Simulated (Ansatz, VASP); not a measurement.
## Re in VASP and in Ansatz

Contents of INCAR:

```
SYSTEM = Re
PREC = Accurate
ENCUT = 520
EDIFF = 1E-8
ISMEAR = -1
SIGMA = 0.03
LREAL = .FALSE.
LASPH = .TRUE.
NELM = 60
ALGO = Normal
ISIF = 2
LWAVE = .FALSE.
LCHARG = .FALSE.
GGA = PE
LEFG = .TRUE.
NBANDS = 10
```

Contents of KPOINTS:

```
Automatic mesh
0
G
  14 14 14
  0 0 0
```

Contents of POSCAR:

```
Re
1.0
   -0.0592500000      1.9453750000      1.9453750000
    1.9453750000     -0.0592500000      1.9453750000
    1.9453750000      1.9453750000     -0.0592500000
Re
1
Direct
    0.0000000000      0.0000000000      0.0000000000
```

Input for Ansatz:

```yaml
crystal:
  lattice:
    - [-0.05925, 1.945375, 1.945375]
    - [1.945375, -0.05925, 1.945375]
    - [1.945375, 1.945375, -0.05925]
  atoms:
    - { symbol: Re, position: [0.0, 0.0, 0.0] }
kpoints:
  mp_grid: { grid: [14, 14, 14] }
scf:
  occupations: { method: fermi_dirac, width: 0.03 }
hamiltonian:
  xc: pbe
  pseudopotentials: { kind: paw }
output:
  forces: true
  stress: true
  eigenvalues: true
  efg: { contact_densities: true }
```

Change from the starting cell: equal xy, yz and zx shear strains of -3 %, PAW files.

Alike in both runs: task electric field gradients; functional PBE; k mesh 14 × 14 × 14; occupations fermi-dirac, width 0.03 eV; no spin polarisation.

```csv
,VASP,Ansatz
version,VASP 6.6.1,Ansatz 0.2.0
potentials or method,"VASP PAW PBE potentials, release 64 (Re)","PAW with Ansatz's default frozen-core files, scalar-relativistic"
plane-wave cutoff (eV),520,420
valence electrons in the cell,7,15
```

|  | VASP | Ansatz | Ansatz less VASP |
| --- | --- | --- | --- |
| pressure (GPa) | -8.9 | -8.2 | +0.69 |
| traceless stress, the component that is largest in VASP (GPa) | 5.25 | 5.33 | +0.081 |
| size of Vzz on the site where it differs most (V/Å²) | 87.4 | 74.5 | -12.89 |

The functional is the same, so the differences come from potentials, cutoffs and numerics. VASP's potentials hold 7 valence electrons a cell and Ansatz's 15, so a difference there can come from the potentials and not from the codes.

Neither program's run includes spin-orbit coupling.
